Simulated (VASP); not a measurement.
Set up this calculation in VASP 6.6.1, as the native input.

```yaml
Task: relaxation of cell and atoms
Functional: PBE
Potentials_or_basis: VASP PAW PBE potentials, release 64 (V_sv)
Cutoff: 600 eV
k_mesh: 16 × 16 × 9
Occupations: fermi-dirac, width 0.1 eV
Spin: no spin polarisation
Target_pressure: -0.18 GPa
Dipole_correction: no
Further_INCAR_settings: ALGO = Normal; EDIFF = 1e-07; IBRION = 2; EDIFFG = -0.005; NSW = 60; ISIF = 3
```

The structure of V lies in POSCAR:

```
V
1.0
    2.6792585563      0.0000000000      0.0000000000
   -1.3396292782      2.3203059731      0.0000000000
    0.0000000000      0.0000000000      4.3403988612
V
2
Direct
    0.3333333333      0.6666666667      0.2500000000
    0.6666666667      0.3333333333      0.7500000000
```

This isn't the form of V at room conditions, which is bcc.

These files were run (other wordings do the same):

INCAR

```
PREC = Accurate
ENCUT = 600
EDIFF = 1E-7
ISMEAR = -1
SIGMA = 0.1
LREAL = F
LASPH = T
NELM = 60
ALGO = Normal
ISIF = 3
LWAVE = F
LCHARG = F
GGA = PE
IBRION = 2
NSW = 60
EDIFFG = -0.005
PSTRESS = -1.7999999999999998
```

KPOINTS

```
Automatic mesh
0
Gamma
  16 16 9
```

Potentials or basis: VASP PAW PBE potentials, release 64 (V_sv).

Command:

```sh
$ cat potpaw_PBE.64/V_sv/POTCAR > POTCAR
$ mpirun -np 1 vasp_std > vasp.out
```

Results of the run:

```yaml
Relaxed_volume: 13.90 Å³/atom
Relaxed_cell: a = 2.616 Å, b = 2.616 Å, c = 4.691 Å, α = 90.00°, β = 90.00°, γ = 120.00°
Space_group_after_relaxing_to_0.1_Å: P6_3/mmc (No. 194)
Energy_change_on_relaxing_the_run_minimises_the_enthalpy: -42.5 meV/atom
Ionic_steps: 8
Pressure_after_relaxing: -0.2 GPa
Band_gap_on_the_k_mesh: zero (bands 13 and 14 overlap by 1.82 eV)
```

Caveat: the cell is relaxed towards a set pressure, so the run minimises the enthalpy, not the energy.

Run time: 2.6 min on 1 thread of Intel(R) Xeon(R) 6975P-C (Granite Rapids), with other jobs on the host, peak memory 0.21 GiB.
